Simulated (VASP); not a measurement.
# InGaAs2 (P-4m2) in VASP: a series of runs

Runs on InGaAs2. Level: PBEsol. Tasks: single point.

Everything below comes from runs of VASP 6.6.1. Logs are shortened: lines on timing, memory, paths and dates and some standing lists are left out, and cuts for length are marked.

### Step 1. The cell of the first run

Symmetry: P-4m2, No. 115, tetragonal system. The conventional cell has a = 3.705 Å, b = 3.705 Å, c = 5.385 Å, α = 90.00°, β = 90.00°, γ = 90.00°. In (site symmetry -4m2) has 4 As at 2.37 Å within 3.1 Å. Ga (site symmetry -4m2) has 4 As at 2.22 Å within 2.9 Å. Within 2.9 Å of As (site symmetry 2mm) lie 2 Ga at 2.22 Å and 2 In at 2.37 Å.

### Step 2. Single point, PBEsol

INCAR

```
ALGO = Normal
EDIFF = 1E-6
ENCUT = 520
GGA = PS
ISIF = 2
ISMEAR = 0
LASPH = True
LCHARG = False
LREAL = False
LWAVE = False
NBANDS = 26
NELM = 80
PREC = Accurate
SIGMA = 0.1
```

KPOINTS

```
k-points
0
Gamma
  12 12 8
```

POSCAR

```
InGaAs2
1.0
    3.7047253151      0.0000000000      0.0000000000
    0.0000000000      3.7047253151      0.0000000000
    0.0000000000      0.0000000000      5.3849739449
In Ga As
1 1 2
Direct
    0.0000000000      0.0000000000      0.5000000000
    0.5000000000      0.5000000000      0.0000000000
    0.5000000000      0.0000000000      0.7734676987
    0.0000000000      0.5000000000      0.2265323013
```

Potentials or basis: VASP PAW PBE potentials, release 64 (In_d, Ga_d, As).

The run is started by

```bash
$ cat potpaw_PBE.64/In_d/POTCAR potpaw_PBE.64/Ga_d/POTCAR potpaw_PBE.64/As/POTCAR > POTCAR
$ mpirun -np 1 vasp_std > vasp.out
```

OUTCAR:

```text
EDIFF = 1E-6
   ENCUT = 520
   GGA = PS
   ISIF = 2
   ISMEAR = 0
   LASPH = True
   LREAL = False
   NELM = 80
   PREC = Accurate

 ion  position               nearest neighbor table
   1  0.000  0.000  0.500-   3 2.37   4 2.37   4 2.37   3 2.37
   2  0.500  0.500  0.000-   3 2.22   4 2.22   3 2.22   4 2.22
   3  0.500  0.000  0.773-   2 2.22   2 2.22   1 2.37   1 2.37
   4  0.000  0.500  0.227-   2 2.22   2 2.22   1 2.37   1 2.37

  LATTYP: Found a simple tetragonal cell.
 ALAT       =     3.7047253151
 C/A-ratio  =     1.4535420272

  Lattice vectors:

 A1 = (   3.7047253151,   0.0000000000,   0.0000000000)
 A2 = (   0.0000000000,   3.7047253151,   0.0000000000)
 A3 = (   0.0000000000,   0.0000000000,   5.3849739449)

Analysis of symmetry for initial positions (statically):
=====================================================================
 Subroutine PRICEL returns:
 Original cell was already a primitive cell.

 Routine SETGRP: Setting up the symmetry group for a
 simple tetragonal supercell.

 Subroutine GETGRP returns: Found  8 space group operations
 (whereof  8 operations were pure point group operations)
 out of a pool of 16 trial point group operations.

The static configuration has the point symmetry D_2d.

Analysis of symmetry for dynamics (positions and initial velocities):
=====================================================================
 Subroutine PRICEL returns:
 Original cell was already a primitive cell.

 Routine SETGRP: Setting up the symmetry group for a
 simple tetragonal supercell.

 Subroutine GETGRP returns: Found  8 space group operations
 (whereof  8 operations were pure point group operations)
 out of a pool of 16 trial point group operations.

The dynamic configuration has the point symmetry D_2d.

 Subroutine INISYM returns: Found  8 space group operations
 (whereof  8 operations are pure point group operations),
 and found     1 'primitive' translations

----------------------------------------------------------------------------------------

                                     Primitive cell

  volume of cell :      73.9087

  direct lattice vectors                    reciprocal lattice vectors
     3.704725315  0.000000000  0.000000000     0.269925545  0.000000000  0.000000000
     0.000000000  3.704725315  0.000000000     0.000000000  0.269925545  0.000000000
     0.000000000  0.000000000  5.384973945     0.000000000  0.000000000  0.185701920

  length of vectors
     3.704725315  3.704725315  5.384973945     0.269925545  0.269925545  0.185701920

  position of ions in fractional coordinates (direct lattice)
     0.000000000  0.000000000  0.500000000
     0.500000000  0.500000000  0.000000000
     0.500000000  0.000000000  0.773467699
     0.000000000  0.500000000  0.226532301

  ion indices of the primitive-cell ions
   primitive index   ion index
                 1           1
                 2           2
                 3           3
                 4           4

----------------------------------------------------------------------------------------

 KPOINTS: k-points

Automatic generation of k-mesh.
 Grid dimensions read from file:
 generate k-points for:   12   12    8

 Generating k-lattice:

  Cartesian coordinates                     Fractional coordinates (reciprocal lattice)
     0.022493795  0.000000000  0.000000000     0.083333333  0.000000000  0.000000000
     0.000000000  0.022493795  0.000000000     0.000000000  0.083333333  0.000000000
     0.000000000  0.000000000  0.023212740     0.000000000  0.000000000  0.125000000

  Length of vectors
     0.022493795  0.022493795  0.023212740

  Shift w.r.t. Gamma in fractional coordinates (k-lattice)
     0.000000000  0.000000000  0.000000000

 Subroutine IBZKPT returns following result:
 ===========================================

 Found    140 irreducible k-points:

 Following reciprocal coordinates:
            Coordinates               Weight
  0.000000  0.000000  0.000000      1.000000
  0.083333  0.000000  0.000000      4.000000
  0.166667  0.000000  0.000000      4.000000
  0.250000  0.000000  0.000000      4.000000
  0.333333  0.000000  0.000000      4.000000
  0.416667  0.000000  0.000000      4.000000
[... 16 lines left out ...]
  0.333333  0.333333  0.000000      4.000000
  0.416667  0.333333  0.000000      8.000000
 [... further k-points ...]
   k-points           NKPTS =    140   k-points in BZ     NKDIM =    140   number of bands    NBANDS=     26
   number of dos      NEDOS =    301   number of ions     NIONS =      4
   total plane-waves  NPLWV =  31360
   dimension x,y,z NGX =    28 NGY =   28 NGZ =   40
   dimension x,y,z NGXF=    56 NGYF=   56 NGZF=   80
   ions per type =               1   1   2
   NGX,Y,Z   is equivalent  to a cutoff of  12.56, 12.56, 12.35 a.u.
   NGXF,Y,Z  is equivalent  to a cutoff of  25.13, 25.13, 24.70 a.u.
 SYSTEM =  unknown system
   PREC   = accura    normal or accurate (medium, high low for compatibility)
   ISTART =      0    job   : 0-new  1-cont  2-samecut
   ICHARG =      2    charge: 1-file 2-atom 10-const
   ISPIN  =      1    spin polarized calculation?
   LNONCOLLINEAR =      F non collinear calculations
   LSORBIT =      F    spin-orbit coupling
   LASPH  =      T    aspherical Exc in radial PAW
   ENCUT  =  520.0 eV  38.22 Ry    6.18 a.u.   6.89  6.89 10.01*2*pi/ulx,y,z
   NELM   =     80;   NELMIN=  2; NELMDL= -5     # of ELM steps
   EDIFF  = 0.1E-05   stopping-criterion for ELM
   LREAL  =      F    real-space projection
   EDIFFG = 0.1E-04   stopping-criterion for IOM
   NSW    =      0    number of steps for IOM
   IBRION =     -1    ionic relax: 0-MD 1-quasi-New 2-CG
   NFREE  =      0    steps in history (QN), initial steepest desc. (CG)
   ISIF   =      2    stress and relaxation
   ISYM   =      2    0-nonsym 1-usesym 2-fastsym
   POTIM  = 0.5000    time-step for ionic-motion
   TEBEG  =    0.0;   TEEND  =   0.0 temperature during run
   PSTRESS=    0.0 pullay stress
   NELECT =      36.0000    total number of electrons
   NUPDOWN=      -1.0000    fix difference up-down
   EMIN   =  10.00;   EMAX   =-10.00  energy-range for DOS
   EFERMI =   0.00;   METHOD = LEGACY
   ISMEAR =     0;   SIGMA  =   0.10  broadening in eV -4-tet -1-fermi 0-gaus
   EFERMI_NEDOS =   21; number of points for ismear=-14 and -15
   IALGO  =     38    algorithm
   IMIX   =      4    mixing-type and parameters
     AMIX     =   0.40;   BMIX     =  1.00
     AMIX_MAG =   1.60;   BMIX_MAG =  1.00
  volume/ion in A,a.u.               =      18.48       124.69
  Fermi-wavevector in a.u.,A,eV,Ry     =   1.288083  2.434124 22.574206  1.659157
  Thomas-Fermi vector in A             =   2.420058
   LORBIT       =      0    0 simple, 1 ext, 2 COOP (PROOUT), +10 PAW based schemes
   GGA     = PS    functional components
   LHFCALC =     F    Hartree Fock is set to
   AEXX    =    0.0000 exact exchange contribution
   IVDW    =     0    specifies the selected vdW correction
   LEPSILON=     F    determine dielectric tensor
   LRPA    =     F    only Hartree local field effects (RPA)
 non-spin polarized calculation
 Gauss-broadening in eV      SIGMA  =   0.10
  energy-cutoff  :      520.00
  volume of cell :       73.91
 maximum number of plane-waves:      2016
 NGX is ok and might be reduce to    28
   NGX = 13   NGY = 13   NGZ = 21

 number of electron      36.0000003 magnetization

 Free energy of the ion-electron system (eV)
  ---------------------------------------------------
  ext. energy  EPLUGINS =         0.00000000
  ---------------------------------------------------
  free energy    TOTEN  =       -14.89919569 eV

  energy without entropy =      -14.89919541  energy(sigma->0) =      -14.89919555

 E-fermi :   8.1134     XC(G=0): -10.9420

 val. band max:        7.8530398096   @ k =   0.0000   0.0000   0.0000
 cond. band min:       8.3698359872   @ k =   0.5000   0.5000   0.0000
 fundamental gap:      0.5167961776
 Fermi energy:         8.1134108976

 k-point     1 :       0.0000    0.0000    0.0000
  band No.  band energies     occupation
      1      -8.2637      2.00000
      2      -7.9829      2.00000
      3      -7.9829      2.00000
      4      -7.9065      2.00000
      5      -7.8311      2.00000
      6      -7.8273      2.00000
[... 18 lines left out ...]
     25      16.1405      0.00000
     26      17.8613      0.00000

 k-point     2 :       0.0833    0.0000    0.0000
  band No.  band energies     occupation
      1      -8.2603      2.00000
      2      -8.0035      2.00000
      3      -7.9816      2.00000
      4      -7.8994      2.00000
      5      -7.8329      2.00000
      6      -7.8211      2.00000
[... 18 lines left out ...]
     25      16.5169      0.00000
     26      17.4417      0.00000

 k-point     3 :       0.1667    0.0000    0.0000
  band No.  band energies     occupation
      1      -8.2513      2.00000
      2      -8.0471      2.00000
      3      -7.9781      2.00000
      4      -7.8878      2.00000
      5      -7.8377      2.00000
      6      -7.8066      2.00000
[... 18 lines left out ...]
     25      16.4329      0.00000
     26      16.9500      0.00000

 k-point     4 :       0.2500    0.0000    0.0000
  band No.  band energies     occupation
      1      -8.2399      2.00000
      2      -8.0943      2.00000
      3      -7.9732      2.00000
      4      -7.8784      2.00000
      5      -7.8444      2.00000
      6      -7.7939      2.00000
[... 18 lines left out ...]
     25      15.7408      0.00000
     26      16.8163      0.00000
[... 496 lines left out ...]
      1      -8.2291      2.00000
      2      -8.2199      2.00000
      3      -7.9528      2.00000
      4      -7.8821      2.00000
      5      -7.8588      2.00000
      6      -7.7314      2.00000
[... 18 lines left out ...]
     25      17.0858      0.00000
     26      17.4802      0.00000

 k-point    23 :       0.3333    0.3333    0.0000
  band No.  band energies     occupation
      1      -8.2385      2.00000
      2      -8.2112      2.00000
      3      -7.9491      2.00000
      4      -7.8837      2.00000
      5      -7.8590      2.00000
      6      -7.7146      2.00000
[... 18 lines left out ...]
     25      16.5796      0.00000
     26      17.2308      0.00000

 k-point    24 :       0.4167    0.3333    0.0000
  band No.  band energies     occupation
      1      -8.2433      2.00000
      2      -8.2303      2.00000
      3      -7.9407      2.00000
      4      -7.8908      2.00000
      5      -7.8566      2.00000
      6      -7.7062      2.00000
[... 18 lines left out ...]
     25      17.4385      0.00000
     26      17.8885      0.00000

 [... further k-points ...]

------------------------ aborting loop because EDIFF is reached ----------------------------------------

  FORCE on cell =-STRESS in cart. coord.  units (eV):
  Direction    XX          YY          ZZ          XY          YZ          ZX
  --------------------------------------------------------------------------------------
  -------------------------------------------------------------------------------------
  Total       18.6473512     18.6473512     18.6512477      0.0000000      0.0000000      0.0000000
  in kB      404.2333132    404.2333132    404.3177794      0.0000000      0.0000000      0.0000000
  external PRESSURE =     404.2614686 kB  Pullay stress =       0.0000000 kB

 VOLUME and BASIS-vectors are now :
 -----------------------------------------------------------------------------
  energy-cutoff  :      520.00
  volume of cell :       73.91
      direct lattice vectors                 reciprocal lattice vectors
     3.704725315  0.000000000  0.000000000     0.269925545  0.000000000  0.000000000
     0.000000000  3.704725315  0.000000000     0.000000000  0.269925545  0.000000000
     0.000000000  0.000000000  5.384973945     0.000000000  0.000000000  0.185701920

 POSITION                                       TOTAL-FORCE (eV/Angst)
 -----------------------------------------------------------------------------------
      0.00000      0.00000      2.69249        -0.000000      0.000000      0.000000
      1.85236      1.85236      0.00000         0.000000     -0.000000      0.000000
      1.85236      0.00000      4.16510         0.000000      0.000000     -0.003323
      0.00000      1.85236      1.21987         0.000000      0.000000      0.003323
 -----------------------------------------------------------------------------------
    total drift:                                0.000000      0.000000      0.000000

  FREE ENERGIE OF THE ION-ELECTRON SYSTEM (eV)
  ---------------------------------------------------
  free  energy   TOTEN  =       -14.8991956920 eV

  energy  without entropy=      -14.8991954057  energy(sigma->0) =      -14.89919555
```

Run time: 2.6 min. Hardware: 1 thread of Intel Xeon Platinum 8488C (Sapphire Rapids), shared host; peak memory 0.38 GiB.

Results:

```yaml
Free_energy: -14.8992 eV
Pressure: 40.4 GPa
Largest_force: 0.003 eV/Å
Band_gap_on_the_k_mesh: 0.52 eV (least direct gap 1.02 eV)
```

Forces in eV/Å, atoms in the order of the input:
```
In   0.000  0.000  0.000
Ga   0.000  0.000  0.000
As   0.000  0.000 -0.003
As   0.000  0.000  0.003
```

Levels at points of the mesh, in eV from the valence-band top:
```csv
k point,band 14,band 15,band 16,band 17,band 18,band 19,band 20,band 21,band 22,band 23
"(0.00, 0.00, 0.00)",-3.90,-3.90,-0.58,0.00,0.00,1.02,1.24,1.98,3.67,3.67
"(0.50, 0.00, 0.00)",-6.36,-5.07,-4.69,-2.24,-1.32,2.35,3.65,5.38,5.47,5.53
"(0.50, 0.50, 0.00)",-7.51,-4.24,-3.95,-3.95,-3.70,0.52,0.52,1.06,1.49,11.60
"(0.00, 0.00, 0.50)",-4.48,-2.99,-2.99,-1.95,-1.95,1.36,1.61,3.04,3.90,6.77
"(0.50, 0.00, 0.50)",-8.26,-2.20,-1.88,-1.83,-1.13,1.21,1.76,3.84,4.61,4.63
"(0.50, 0.50, 0.50)",-7.03,-5.18,-4.94,-4.94,-4.91,4.21,4.21,5.11,5.43,5.43
```

Caveat: the cell stands under pressure; semilocal functionals underestimate gaps, and a narrow one can read as zero; the PAW data sets were made with another functional, which shifts forces and pressure a little; spin-orbit coupling is left out, which moves the levels of the heavy elements. A k mesh can miss the band edges.

### Step 3. Single point, PBEsol

INCAR

```
SYSTEM = InGaAs2
  PREC = Accurate
  ENCUT = 520
  EDIFF = 1E-6
  ISMEAR = 0
  SIGMA = 0.1
  LREAL = .False.
  LASPH = .True.
  NELM = 80
  ALGO = Normal
  ISIF = 2
  LWAVE = .False.
  LCHARG = .False.
  GGA = PS
  NBANDS = 26
```

KPOINTS

```
regular mesh
0
Gamma
  12 12 8
  0 0 0
```

POSCAR is that of step 2.

Potentials or basis: VASP PAW PBE potentials, release 64 (In_d, Ga_d, As).

The run is started by

```bash
$ cat potpaw_PBE.64/In_d/POTCAR potpaw_PBE.64/Ga_d/POTCAR potpaw_PBE.64/As/POTCAR > POTCAR
$ mpirun -np 1 vasp_std > vasp.out
```

Wall time 2.4 min (1 thread of Intel Xeon Platinum 8488C (Sapphire Rapids), shared host); peak memory 0.39 GiB.

It converged, with:

* Free energy: -14.8992 eV
* Pressure: 40.4 GPa
* Largest force: 0.003 eV/Å
* Band gap on the k mesh: 0.52 eV (least direct gap 1.02 eV)

Forces in eV/Å, atoms in the order of the input:
```
In   0.000  0.000  0.000
Ga   0.000  0.000  0.000
As   0.000  0.000 -0.003
As   0.000  0.000  0.003
```

Levels at points of the mesh, in eV from the valence-band top:
```csv
k point,band 16,band 17,band 18,band 19,band 20,band 21
"(0.00, 0.00, 0.00)",-0.58,0.00,0.00,1.02,1.24,1.98
"(0.50, 0.00, 0.00)",-4.69,-2.24,-1.32,2.35,3.65,5.38
"(0.50, 0.50, 0.00)",-3.95,-3.95,-3.70,0.52,0.52,1.06
"(0.00, 0.00, 0.50)",-2.99,-1.95,-1.95,1.36,1.61,3.04
"(0.50, 0.00, 0.50)",-1.88,-1.83,-1.13,1.21,1.76,3.84
"(0.50, 0.50, 0.50)",-4.94,-4.94,-4.91,4.21,4.21,5.11
```

Caveat: the cell stands under pressure; semilocal functionals underestimate gaps, and a narrow one can read as zero; the PAW data sets were made with another functional, which shifts forces and pressure a little; spin-orbit coupling is left out, which moves the levels of the heavy elements. A k mesh can miss the band edges.

### Step 4. Single point, PBEsol

This run uses another cell than the first one, of 20.67 Å³/atom.

INCAR

```
PREC = Accurate ; ENCUT = 520
EDIFF = 1E-7 ; ISMEAR = 0
SIGMA = 0.1 ; LREAL = False
LASPH = True ; NELM = 100
ALGO = Normal ; ISIF = 2
LWAVE = False ; LCHARG = False
GGA = PS ; NBANDS = 26
```

KPOINTS

```
regular mesh
0
Gamma
  12 12 8
```

POSCAR

```
InGaAs2
1.0
    3.8635200558      0.0000000000      0.0000000000
    0.0000000000      3.8635200558      0.0000000000
    0.0000000000      0.0000000000      5.5389069291
In Ga As
1 1 2
Direct
    0.0000000000      0.0000000000      0.5000000000
    0.5000000000      0.5000000000      0.0000000000
    0.5000000000      0.0000000000      0.7723795131
    0.0000000000      0.5000000000      0.2276204869
```

The run is started by

```bash
$ cat potpaw_PBE.64/In_d/POTCAR potpaw_PBE.64/Ga_d/POTCAR potpaw_PBE.64/As/POTCAR > POTCAR
$ mpirun -np 1 vasp_std > vasp.out
```

It took 3.5 min on 1 thread of Intel Xeon Platinum 8488C (Sapphire Rapids), shared host; peak memory 0.42 GiB.

The run converged. Its results:

```yaml
Free_energy: -16.5150 eV
Pressure: 20.3 GPa
Largest_force: 0.003 eV/Å
Band_gap_on_the_k_mesh: 0.89 eV (least direct gap 0.94 eV)
```

Forces in eV/Å, atoms in the order of the input:
```
In   0.000  0.000  0.000
Ga   0.000  0.000  0.000
As   0.000  0.000 -0.003
As   0.000  0.000  0.003
```

Levels at points of the mesh, in eV from the valence-band top:
| k point | band 15 | band 16 | band 17 | band 18 | band 19 | band 20 | band 21 | band 22 |
| --- | --- | --- | --- | --- | --- | --- | --- | --- |
| (0.00, 0.00, 0.00) | -3.38 | -0.38 | 0.00 | 0.00 | 0.94 | 1.18 | 1.75 | 3.75 |
| (0.50, 0.00, 0.00) | -4.32 | -3.98 | -1.96 | -1.15 | 2.26 | 3.54 | 5.12 | 5.31 |
| (0.50, 0.50, 0.00) | -3.58 | -3.35 | -3.35 | -3.12 | 0.89 | 0.89 | 1.33 | 1.75 |
| (0.00, 0.00, 0.50) | -2.58 | -2.58 | -1.67 | -1.67 | 1.59 | 1.73 | 3.01 | 3.83 |
| (0.50, 0.00, 0.50) | -1.91 | -1.53 | -1.49 | -1.00 | 0.97 | 1.54 | 4.07 | 4.63 |
| (0.50, 0.50, 0.50) | -4.43 | -4.22 | -4.20 | -4.20 | 4.35 | 4.35 | 4.93 | 5.16 |

Caveat: the cell stands under pressure; the PAW data sets were made with another functional, which shifts forces and pressure a little; spin-orbit coupling is left out, which moves the levels of the heavy elements. A k mesh can miss the band edges.
